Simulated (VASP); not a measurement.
Input of a VASP 6.6.1 run:

Contents of INCAR:

```
PREC = Accurate
ENCUT = 520
EDIFF = 1E-6
ISMEAR = -1
SIGMA = 0.15
LREAL = F
LASPH = T
NELM = 150
ALGO = Normal
ISIF = 2
LWAVE = F
LCHARG = F
ISPIN = 2
MAGMOM = 4.5
LORBIT = 11
LMAXMIX = 4
GGA = PS
NBANDS = 14
```

Contents of KPOINTS:

```
regular mesh
0
Gamma
  9 9 9
```

POSCAR

```
Fe
1.0
    0.0000000000      1.9702004764      1.9702729905
    1.3935863527      0.0000000000      1.9702729905
    1.3935863527      1.9702004764      0.0000000000
Fe
1
Direct
    0.0000000000      0.0000000000      0.0000000000
```

Potentials or basis: VASP PAW PBE potentials, release 64 (Fe).

Run with:

```sh
$ cat potpaw_PBE.64/Fe/POTCAR > POTCAR
$ mpirun -np 1 vasp_std > vasp.out
```

Problem. Estimate the pressure.

Solution. -0.1 GPa.

Problem. Estimate the site moments.

Solution. Fe +2.07 μB.

Caveat: the PAW data sets were made with another functional, which shifts forces and pressure a little.
